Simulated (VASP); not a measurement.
MnZn, 2 atoms in the cell. The structure is cubic, space group Pm-3m (No. 221). The conventional cell has a = 3.110 Å, b = 3.110 Å, c = 3.110 Å, α = 90.00°, β = 90.00°, γ = 90.00°. Within 3.6 Å of Mn (site symmetry m-3m) lie 8 Zn at 2.69 Å and 6 Mn at 3.11 Å. Within 3.6 Å of Zn (site symmetry m-3m) lie 8 Mn at 2.69 Å and 6 Zn at 3.11 Å. 

| Quantity | Value |
| --- | --- |
| Program | VASP 6.6.1 |
| Task | relaxation of cell and atoms |
| Functional | LDA |
| Potentials or basis | VASP PAW LDA potentials, release 64 (Mn_pv, Zn) |
| Cutoff | 600 eV |
| k mesh | 11 × 11 × 11 |
| Occupations | fermi-dirac, width 0.15 eV |
| Spin | collinear spin, ferromagnetic start |
| Starting moments | [4.0, 0.0] μB |
| Dipole correction | no |
| Further INCAR settings | ALGO = Normal; EDIFF = 1e-07; IBRION = 2; EDIFFG = -0.005; NSW = 100; ISIF = 3 |

Potentials or basis: VASP PAW LDA potentials, release 64 (Mn_pv, Zn).

Run with:

```console
$ cat potpaw_LDA.64/Mn_pv/POTCAR potpaw_LDA.64/Zn/POTCAR > POTCAR
$ mpirun -np 1 vasp_std > vasp.out
```

Hardware: 1 thread of Intel(R) Xeon(R) 6975P-C (Granite Rapids), on a shared host.

**Question.** How long does it take, and how much memory?

**Answer.** Run time: 3.4 min on 1 thread of Intel(R) Xeon(R) 6975P-C (Granite Rapids) (shared host), peak memory 0.2 GiB. Counts: scf iterations 100, k points 56, ion steps 15.
